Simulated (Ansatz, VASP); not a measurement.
**In in VASP and in Ansatz**

Contents of INCAR:

```
SYSTEM = In
PREC = Accurate
ENCUT = 520
EDIFF = 1E-6
ISMEAR = 0
SIGMA = 0.15
LREAL = .FALSE.
LASPH = .TRUE.
NELM = 60
ALGO = Normal
ISIF = 2
LWAVE = .FALSE.
LCHARG = .FALSE.
GGA = PE
NBANDS = 12
```

File KPOINTS:

```
regular mesh
0
G
  18 18 18
  0 0 0
```

The input POSCAR:

```
In
1.0
   -1.7319232208      1.7319232208      1.7319232208
    1.7319232208     -1.7319232208      1.7319232208
    1.7319232208      1.7319232208     -1.7319232208
In
1
Direct
    0.0000000000      0.0000000000      0.0000000000
```

Input for Ansatz:

```yaml
crystal:
  lattice:
    - [-1.7319232208, 1.7319232208, 1.7319232208]
    - [1.7319232208, -1.7319232208, 1.7319232208]
    - [1.7319232208, 1.7319232208, -1.7319232208]
  atoms:
    - { symbol: In, position: [0.0, 0.0, 0.0] }
basis:
  ecutwfc: 420
kpoints:
  mp_grid: { grid: [18, 18, 18] }
hamiltonian:
  xc: pbe
scf:
  occupations: { method: gaussian, width: 0.15 }
output:
  forces: true
  stress: true
  eigenvalues: true
```

Change from the starting cell: strain -0.080 along x and y, -0.080 along z, atoms carried along.

Alike in both runs: task single point; functional PBE; k mesh 18 × 18 × 18; occupations gaussian, width 0.15 eV; no spin polarisation.

|  | VASP | Ansatz |
| --- | --- | --- |
| version | VASP 6.6.1 | Ansatz 0.2.0 |
| potentials or method | VASP PAW PBE potentials, release 64 (In_d), cutoff 520 eV | scalar-relativistic, plane waves, PAW |
| valence electrons in the cell | 13 | 13 |

```tsv
	VASP	Ansatz	Ansatz less VASP
gap on the k mesh at the Fermi level (eV)	none	none	-
pressure (GPa)	21.2	21.3	+0.04
```

A gap of «none» marks a metal or a gap that the smearing closes. The functional is the same, so the differences come from potentials, cutoffs and numerics.
